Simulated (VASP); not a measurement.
# Mg13O12 in VASP: further runs, part 2 of 2

VASP 6.6.1. Earlier steps stand in the parts before.

### 3 Single point, r2SCAN

Contents of POSCAR:

```
Mg13O12
1.0
    5.7289790000      0.0000000000      0.0000000000
    2.8644900000      4.9614410000      0.0000000000
    0.0000000000      0.0000000000     17.8471150000
Mg O
13 12
Direct
    0.0000000000      0.0000000000      0.0560315000
    0.0000000000      0.5000000000      0.0560315000
    0.5000000000      0.0000000000      0.0560315000
    0.5000000000      0.5000000000      0.0560315000
    0.6646055046      0.6708080713      0.1978441817
    0.6646157838      0.1646201679      0.1978353704
    0.1666677098      0.6666720952      0.1988598453
    0.1708038478      0.1646116362      0.1978449832
    0.3339775907      0.3320578956      0.3429079032
    0.3339649008      0.8339716782      0.3429089532
    0.8333314611      0.3333404003      0.3230923924
    0.8320579059      0.8339754332      0.3429096716
    0.8333577881      0.3333506947      0.4577415409
    0.3333333000      0.8333333000      0.1215559000
    0.3333333000      0.3333333000      0.1215559000
    0.8333333000      0.8333333000      0.1215559000
    0.8333333000      0.3333333000      0.1215559000
    0.0002835902      0.5002890178      0.2585647538
    0.0002926276      0.9994367132      0.2585672038
    0.4994317255      0.5002945467      0.2585678319
    0.5000161606      1.0000165588      0.2622448321
    0.6759014855      0.1758965711      0.3968645941
    0.6759022568      0.6481964474      0.3968516544
    0.1481998877      0.1759062857      0.3968519163
    0.1666635944      0.6666617266      0.4014426947
```

Contents of INCAR.step1:

```
  ALGO = Normal
  EDIFF = 1E-4
  ENCUT = 520
  GGA = PE
  ISMEAR = 0
  LASPH = True
  LCHARG = False
  LREAL = Auto
  LWAVE = True
  NBANDS = 67
  NELM = 60
  PREC = Accurate
  SIGMA = 0.05
```

Contents of INCAR.step2:

```
  ALGO = Normal
  EDIFF = 1E-6
  ENCUT = 520
  ISIF = 2
  ISMEAR = 0
  ISTART = 1
  LASPH = True
  LCHARG = True
  LELF = True
  LMIXTAU = True
  LREAL = Auto
  LVHAR = True
  LWAVE = False
  METAGGA = R2SCAN
  NBANDS = 67
  NELM = 60
  PREC = Accurate
  SIGMA = 0.05
```

Contents of KPOINTS:

```
k-points
0
Gamma
  2 2 1
```

Potentials or basis: VASP PAW PBE potentials, release 64 (Mg, O).

Started as:

```
$ cat potpaw_PBE.64/Mg/POTCAR potpaw_PBE.64/O/POTCAR > POTCAR
$ cp INCAR.step1 INCAR
$ mpirun -np 1 vasp_std > vasp.out
$ cp INCAR.step2 INCAR
$ mpirun -np 1 vasp_std > vasp.out
```

OUTCAR:

```text
EDIFF = 1E-6
   ENCUT = 520
   ISIF = 2
   ISMEAR = 0
   ISTART = 1
   LASPH = True
   LREAL = Auto
   METAGGA = R2SCAN
   NELM = 60
   PREC = Accurate

 ion  position               nearest neighbor table
   1  0.000  0.000  0.056-  17 2.03  14 2.03  16 2.03   4 2.86   4 2.86   2 2.86   2 2.86   3 2.86
                             3 2.86   6 3.03   8 3.03   7 3.04
   2  0.000  0.500  0.056-  16 2.03  15 2.03  17 2.03   3 2.86   3 2.86   1 2.86   1 2.86   4 2.86
                             4 2.86   8 3.03   5 3.03   7 3.04
   3  0.500  0.000  0.056-  15 2.03  16 2.03  14 2.03   2 2.86   2 2.86   4 2.86   4 2.86   1 2.86
                             1 2.86   6 3.01   5 3.01   8 3.01
   4  0.500  0.500  0.056-  14 2.03  17 2.03  15 2.03   1 2.86   1 2.86   3 2.86   3 2.86   2 2.86
                             2 2.86   6 3.03   5 3.03   7 3.04
   5  0.665  0.671  0.198-  18 1.99  20 1.99  21 2.00  16 2.13  14 2.13  17 2.16  11 2.79   8 2.83
                             6 2.83   7 2.86   7 2.86   6 2.90   8 2.90   3 3.01   2 3.03   4 3.03
   6  0.665  0.165  0.198-  20 1.99  19 1.99  21 2.00  15 2.13  16 2.13  17 2.16  11 2.79   8 2.83
                             5 2.83   7 2.86   7 2.86   5 2.90   8 2.90   3 3.01   4 3.03   1 3.03
   7  0.167  0.667  0.199-  18 1.97  19 1.97  20 1.97  14 2.15  16 2.15  15 2.15   8 2.86   5 2.86
                             6 2.86   6 2.86   5 2.86   8 2.86   1 3.04   4 3.04   2 3.04  10 3.06
   8  0.171  0.165  0.198-  18 1.99  19 1.99  21 2.00  15 2.13  14 2.13  17 2.16  11 2.79   5 2.83
                             6 2.83   7 2.86   7 2.86   6 2.90   5 2.90   3 3.01   2 3.03   1 3.03
   9  0.334  0.332  0.343-  24 1.95  22 1.95  25 1.96  21 2.19  20 2.24  18 2.24  12 2.85  10 2.85
[... 5 lines left out ...]
  12  0.832  0.834  0.343-  23 1.95  22 1.95  25 1.96  21 2.19  18 2.24  19 2.24   9 2.85  10 2.85
                            10 2.88   9 2.88  11 2.89  11 2.89   7 3.06   5 3.06   6 3.07  13 3.52
  13  0.833  0.333  0.458-  24 1.90  23 1.90  22 1.90  11 2.40  12 3.52   9 3.52  10 3.52  10 3.52
                            12 3.52   9 3.52
  14  0.333  0.833  0.122-   4 2.03   1 2.03   3 2.03   5 2.13   8 2.13   7 2.15
  15  0.333  0.333  0.122-   3 2.03   2 2.03   4 2.03   8 2.13   6 2.13   7 2.15
  16  0.833  0.833  0.122-   2 2.03   3 2.03   1 2.03   5 2.13   6 2.13   7 2.15
  17  0.833  0.333  0.122-   1 2.03   4 2.03   2 2.03   6 2.16   8 2.16   5 2.16
  18  0.000  0.500  0.259-   7 1.97   8 1.99   5 1.99  11 2.02  12 2.24   9 2.24
  19  0.000  0.999  0.259-   7 1.97   8 1.99   6 1.99  11 2.02  10 2.24  12 2.24
  20  0.499  0.500  0.259-   7 1.97   5 1.99   6 1.99  11 2.02  10 2.24   9 2.24
  21  0.500  0.000  0.262-   5 2.00   8 2.00   6 2.00   9 2.19  12 2.19  10 2.19
  22  0.676  0.176  0.397-  13 1.90  12 1.95   9 1.95  11 2.04
  23  0.676  0.648  0.397-  13 1.90  12 1.95  10 1.95  11 2.04
  24  0.148  0.176  0.397-  13 1.90   9 1.95  10 1.95  11 2.04
  25  0.167  0.667  0.401-  12 1.96   9 1.96  10 1.96

  LATTYP: Found a hexagonal cell.
 ALAT       =     5.7289789454
 C/A-ratio  =     3.1152348735

  Lattice vectors:

 A1 = (  -2.8644900000,  -4.9614410000,   0.0000000000)
 A2 = (   5.7289790000,   0.0000000000,   0.0000000000)
 A3 = (   0.0000000000,   0.0000000000,  17.8471150000)

Analysis of symmetry for initial positions (statically):
=====================================================================
 Subroutine PRICEL returns:
 Original cell was already a primitive cell.

 Routine SETGRP: Setting up the symmetry group for a
 hexagonal supercell.

 Subroutine GETGRP returns: Found  1 space group operations
 (whereof  1 operations were pure point group operations)
 out of a pool of 24 trial point group operations.

The static configuration has the point symmetry C_1 .

Analysis of symmetry for dynamics (positions and initial velocities):
=====================================================================
 Subroutine PRICEL returns:
 Original cell was already a primitive cell.

 Routine SETGRP: Setting up the symmetry group for a
 hexagonal supercell.
[... 121 lines left out ...]
   PREC   = accura    normal or accurate (medium, high low for compatibility)
   ISTART =      1    job   : 0-new  1-cont  2-samecut
   ICHARG =      0    charge: 1-file 2-atom 10-const
   ISPIN  =      1    spin polarized calculation?
   LNONCOLLINEAR =      F non collinear calculations
   LSORBIT =      F    spin-orbit coupling
   LASPH  =      T    aspherical Exc in radial PAW
   ENCUT  =  520.0 eV  38.22 Ry    6.18 a.u.  10.65 10.65 33.18*2*pi/ulx,y,z
   NELM   =     60;   NELMIN=  2; NELMDL=  0     # of ELM steps
   EDIFF  = 0.1E-05   stopping-criterion for ELM
   LREAL  =      T    real-space projection
   EDIFFG = 0.1E-04   stopping-criterion for IOM
   NSW    =      0    number of steps for IOM
   IBRION =     -1    ionic relax: 0-MD 1-quasi-New 2-CG
   NFREE  =      0    steps in history (QN), initial steepest desc. (CG)
   ISIF   =      2    stress and relaxation
   ISYM   =      2    0-nonsym 1-usesym 2-fastsym
   POTIM  = 0.5000    time-step for ionic-motion
   TEBEG  =    0.0;   TEEND  =   0.0 temperature during run
   PSTRESS=    0.0 pullay stress
   NELECT =      98.0000    total number of electrons
   NUPDOWN=      -1.0000    fix difference up-down
   EMIN   =  10.00;   EMAX   =-10.00  energy-range for DOS
   EFERMI =   0.00;   METHOD = LEGACY
   ISMEAR =     0;   SIGMA  =   0.05  broadening in eV -4-tet -1-fermi 0-gaus
   EFERMI_NEDOS =   21; number of points for ismear=-14 and -15
   IALGO  =     38    algorithm
   IMIX   =      4    mixing-type and parameters
     AMIX     =   0.40;   BMIX     =  1.00
     AMIX_MAG =   1.60;   BMIX_MAG =  1.00
  volume/ion in A,a.u.               =      20.29       136.93
  Fermi-wavevector in a.u.,A,eV,Ry     =   0.946381  1.788400 12.185871  0.895636
  Thomas-Fermi vector in A             =   2.074373
   LORBIT       =      0    0 simple, 1 ext, 2 COOP (PROOUT), +10 PAW based schemes
   METAGGA = R2SCAN    functional components
   LHFCALC =     F    Hartree Fock is set to
   AEXX    =    0.0000 exact exchange contribution
   IVDW    =     0    specifies the selected vdW correction
   LEPSILON=     F    determine dielectric tensor
   LRPA    =     F    only Hartree local field effects (RPA)
 non-spin polarized calculation
 Gauss-broadening in eV      SIGMA  =   0.05
  energy-cutoff  :      520.00
  volume of cell :      507.29
 maximum number of plane-waves:     13663
 NGX is ok and might be reduce to    48
   NGX = 21   NGY = 21   NGZ = 67

 number of electron      97.9999997 magnetization

 Free energy of the ion-electron system (eV)
  ---------------------------------------------------
  ext. energy  EPLUGINS =         0.00000000
  ---------------------------------------------------
  free energy    TOTEN  =      -182.58300417 eV

  energy without entropy =     -182.55587374  energy(sigma->0) =     -182.56943895

 E-fermi :  -0.6404     XC(G=0):  -6.3200

 val. band max:       -0.6664358225   @ k =   0.5000   0.5000   0.0000
 cond. band min:      -0.4767270708   @ k =   0.0000   0.0000   0.0000
 fundamental gap:      0.1897087518
 Fermi energy:        -0.6404402302

 k-point     1 :       0.0000    0.0000    0.0000
  band No.  band energies     occupation
      1     -20.8955      2.00000
      2     -19.8672      2.00000
      3     -19.8671      2.00000
      4     -19.8051      2.00000
      5     -19.5001      2.00000
      6     -18.5687      2.00000
[... 245 lines left out ...]
     60       6.7382      0.00000
     61       7.1351      0.00000
 [bands above 61 left out]

------------------------ aborting loop because EDIFF is reached ----------------------------------------

  FORCE on cell =-STRESS in cart. coord.  units (eV):
  Direction    XX          YY          ZZ          XY          YZ          ZX
  --------------------------------------------------------------------------------------
  -------------------------------------------------------------------------------------
  Total       25.5007130     25.5027951     -3.8584515     -0.0008346      0.0000045     -0.0006736
  in kB       80.5396657     80.5462415    -12.1862629     -0.0026358      0.0000142     -0.0021273
  external PRESSURE =      49.6332147 kB  Pullay stress =       0.0000000 kB

 VOLUME and BASIS-vectors are now :
 -----------------------------------------------------------------------------
  energy-cutoff  :      520.00
  volume of cell :      507.29
      direct lattice vectors                 reciprocal lattice vectors
     5.728979000  0.000000000  0.000000000     0.174551172 -0.100777191  0.000000000
     2.864490000  4.961441000  0.000000000     0.000000000  0.201554347  0.000000000
     0.000000000  0.000000000 17.847115000     0.000000000  0.000000000  0.056031465

 POSITION                                       TOTAL-FORCE (eV/Angst)
 -----------------------------------------------------------------------------------
      0.00000      0.00000      1.00000         0.000134     -0.003055      0.492630
      1.43224      2.48072      1.00000         0.002582      0.001477      0.492727
      2.86449      0.00000      1.00000        -0.000074     -0.000042      0.391263
      4.29673      2.48072      1.00000        -0.002582      0.001625      0.492605
      5.72903      3.32817      3.53095        -0.000132     -0.004911     -0.026261
      4.27912      0.81675      3.53079         0.003757      0.002018     -0.024709
[... 17 lines left out ...]
      1.35292      0.87275      7.08266        -0.016073      0.009259     -0.014353
      2.86446      3.30760      7.16459         0.000298      0.000160     -0.027792
 -----------------------------------------------------------------------------------
    total drift:                               -0.000093      0.000211      0.006909

  FREE ENERGIE OF THE ION-ELECTRON SYSTEM (eV)
  ---------------------------------------------------
  free  energy   TOTEN  =      -182.5830041661 eV

  energy  without entropy=     -182.5558737401  energy(sigma->0) =     -182.56943895
```

It took 28 min on 1 thread of Intel Xeon Platinum 8259CL at 2.50GHz (Skylake/Cascade Lake), shared host; peak memory 0.78 GiB.

What came out:

- Free energy: -182.5830 eV
- Largest force: 0.493 eV/Å
- Band gap on the k mesh: zero (bands 49 and 50 overlap by 0.19 eV)

Forces on the atoms (eV/Å):
```
Mg   0.000 -0.003  0.493
Mg   0.003  0.001  0.493
Mg   0.000  0.000  0.391
Mg  -0.003  0.002  0.493
Mg   0.000 -0.005 -0.026
Mg   0.004  0.002 -0.025
Mg   0.000  0.000 -0.029
Mg  -0.004  0.002 -0.026
Mg   0.000 -0.010 -0.036
Mg   0.009  0.005 -0.036
Mg   0.000  0.000  0.010
Mg  -0.009  0.005 -0.036
Mg  -0.001  0.000 -0.104
O    0.071  0.041 -0.365
O    0.000 -0.082 -0.365
O   -0.071  0.041 -0.366
O    0.000  0.000 -0.482
O   -0.001 -0.001  0.021
O    0.000  0.001  0.020
O    0.001 -0.001  0.020
O   -0.001  0.000  0.027
O    0.017  0.010 -0.015
O    0.000 -0.018 -0.014
O   -0.016  0.009 -0.014
O    0.000  0.000 -0.028
```

Levels at points of the mesh, in eV from the Fermi level:
| k point | band 47 | band 48 | band 49 | band 50 | band 51 | band 52 | band 53 | band 54 |
| --- | --- | --- | --- | --- | --- | --- | --- | --- |
| (0.00, 0.00, 0.00) | -0.43 | 0.16 | 0.16 | 2.90 | 2.91 | 2.91 | 3.19 | 4.32 |
| (0.50, 0.00, 0.00) | -0.30 | -0.06 | -0.05 | -0.03 | 2.31 | 2.31 | 3.86 | 5.59 |
| (0.50, 0.50, 0.00) | -0.30 | -0.06 | -0.05 | -0.03 | 2.31 | 2.31 | 3.86 | 5.59 |
| (0.00, 0.50, 0.00) | -0.30 | -0.06 | -0.05 | -0.03 | 2.31 | 2.31 | 3.86 | 5.59 |

Caveat: the k points lie up to 0.63 Å⁻¹ apart; there is no dipole correction, which matters where the two faces differ; the PAW data sets were made with another functional, which shifts forces and pressure a little.

The gap in the log of VASP goes by the Fermi energy; the results here count the filled bands.